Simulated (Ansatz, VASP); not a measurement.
## AlN in VASP and in Ansatz

Contents of INCAR:

```
PREC     = Accurate       # precision mode
ENCUT    = 520            # plane-wave cutoff, eV
EDIFF    = 1E-6           # SCF threshold, eV
ISMEAR   = 0              # smearing method
SIGMA    = 0.02           # smearing width, eV
LREAL    = F              # projectors in reciprocal space
LASPH    = T              # aspherical terms in the spheres
NELM     = 80             # most SCF steps
ALGO     = Normal         # electronic algorithm
ISIF     = 2              # what is computed and relaxed
LWAVE    = F              # write WAVECAR
LCHARG   = F              # write CHGCAR
GGA      = PE             # functional
NBANDS   = 11             # bands
```

File KPOINTS:

```
regular mesh
0
Gamma
  10 10 10
```

File POSCAR:

```
AlN
1.0
    0.0000000000      2.0356980204      2.0356980204
    2.0356980204      0.0000000000      2.0356980204
    2.0356980204      2.0356980204      0.0000000000
Al N
1 1
Direct
    0.5000000000      0.5000000000      0.5000000000
    0.0000000000      0.0000000000      0.0000000000
```

Input for Ansatz:

```yaml
crystal:
  lattice:
    - [0.0, 2.0356980204, 2.0356980204]
    - [2.0356980204, 0.0, 2.0356980204]
    - [2.0356980204, 2.0356980204, 0.0]
  atoms:
    - { symbol: Al, position: [0.5, 0.5, 0.5] }
    - { symbol: "N", position: [0.0, 0.0, 0.0] }
basis:
  ecutwfc: 420
kpoints:
  mp_grid: { grid: [10, 10, 10] }
hamiltonian:
  xc: pbe
scf:
  occupations: { method: gaussian, width: 0.02 }
output:
  forces: true
  stress: true
  eigenvalues: true
```

Alike in both runs: task single point; functional PBE; k mesh 10 × 10 × 10; occupations gaussian, width 0.02 eV; no spin polarisation.

|  | VASP | Ansatz |
| --- | --- | --- |
| version | VASP 6.6.1 | Ansatz 0.2.0 |
| potentials or method | VASP PAW PBE potentials, release 64 (Al, N), cutoff 520 eV | scalar-relativistic, plane waves, PAW |
| valence electrons in the cell | 8 | 8 |

VASP gave:

```
gap on the k mesh at the Fermi level (eV) : 4.41
least direct gap on the mesh (eV)         : 5.38
pressure (GPa)                            : -0.4
```

Problem. What did Ansatz give for the same quantities?

Solution. gap on the k mesh at the Fermi level (eV): 4.43; least direct gap on the mesh (eV): 5.37; pressure (GPa): -0.2.
